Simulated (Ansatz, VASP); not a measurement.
# Ti: VASP beside Ansatz

```
Ti
1.0
     2.93908    0.00000    0.00000
    -1.46954    2.54531    0.00000
     0.00000    0.00000    4.65599
Ti
2
Direct
  0.33333 0.66667 0.25000
  0.66667 0.33333 0.75000
```

Alike in both runs: task single point; functional PBE; k mesh 12 × 12 × 7; no spin polarisation.

```csv
,VASP,Ansatz
version,VASP 6.6.1,Ansatz 0.2.0
potentials or method,"VASP PAW PBE potentials, release 64 (Ti_sv), cutoff 520 eV","plane waves (420 eV) with PAW, scalar-relativistic"
occupations,"methfessel-paxton of order 1, width 0.3 eV","cold, width 0.3 eV"
valence electrons in the cell,24,24
```

Ansatz gave:

| Quantity | Value |
| --- | --- |
| pressure (GPa) | -0.2 |
| traceless stress, the component that is largest in VASP (GPa) | -0.19 |

Q: Estimate VASP's values.

A: Pressure (GPa): -0.5; traceless stress, the component that is largest in VASP (GPa): -0.11.
